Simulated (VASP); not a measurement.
The system is AgRh.

```
Ag Rh
1.0
     2.81414    0.00000    0.00000
    -1.40707    2.43712    0.00000
     0.00000    0.00000    4.87188
Ag Rh
1 1
Direct
  0.00000 0.00000 0.50000
  0.66667 0.33333 0.00000
```

Program: VASP 6.6.1. Alike in all runs: task single point; no spin polarisation; cell as given; k mesh 11 × 11 × 6; cutoff (eV) 520.

Task: Order these runs on this cell by their pressure, lowest first.
A. level LDA; potentials or basis VASP PAW LDA potentials, release 64 (Ag, Rh_pv); smearing fermi-dirac 0.05 eV
B. level BLYP; potentials or basis VASP PAW PBE potentials, release 64 (Ag, Rh_pv); smearing methfessel-paxton 0.1 eV
C. level r2SCAN; potentials or basis VASP PAW PBE potentials, release 64 (Ag, Rh_pv); smearing fermi-dirac 0.05 eV

Result: A (-19.5 GPa), C (-11.1 GPa), B (1.3 GPa).

Caveats: the cell stands under tension (at least some runs); the PAW data sets were made with another functional, which shifts forces and pressure a little (at least some runs).
